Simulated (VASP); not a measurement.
## Re: single point with PBE

Re:

```
CELL_PARAMETERS angstrom
0.00000 2.01374 2.01374
2.01374 0.00000 2.01374
2.01374 2.01374 0.00000
ATOMIC_POSITIONS crystal
Re 0.00000 0.00000 0.00000
```

This cell differs from its parent crystal: volume scaled by 1.06.

| Quantity | Value |
| --- | --- |
| Program | VASP 6.6.1 |
| Task | single point |
| Functional | PBE |
| Potentials or basis | VASP PAW PBE potentials, release 64 (Re) |
| Cutoff | 520 eV |
| k mesh | 14 × 14 × 14 |
| Occupations | fermi-dirac, width 0.05 eV |
| Spin | no spin polarisation |
| Dipole correction | no |
| Further INCAR settings | ALGO = Normal; EDIFF = 1e-06; NBANDS = 10 |

- Pressure: -26.2 GPa

Levels at points of the mesh, in eV from the Fermi level:
| k point | band 2 | band 3 | band 4 | band 5 | band 6 | band 7 |
| --- | --- | --- | --- | --- | --- | --- |
| (0.00, 0.00, 0.00) | -1.64 | -1.64 | -1.64 | 1.08 | 1.08 | 13.81 |
| (0.50, 0.00, 0.00) | -1.80 | -1.80 | 0.11 | 3.24 | 3.24 | 8.54 |
| (0.50, 0.50, 0.00) | -5.15 | 2.42 | 3.19 | 3.87 | 3.87 | 11.24 |

Run time: 6.8 s on 1 thread of Intel(R) Xeon(R) 6975P-C (Granite Rapids) (shared host), peak memory 0.15 GiB.

Caveat: spin-orbit coupling is left out, which moves the levels of the heavy elements.
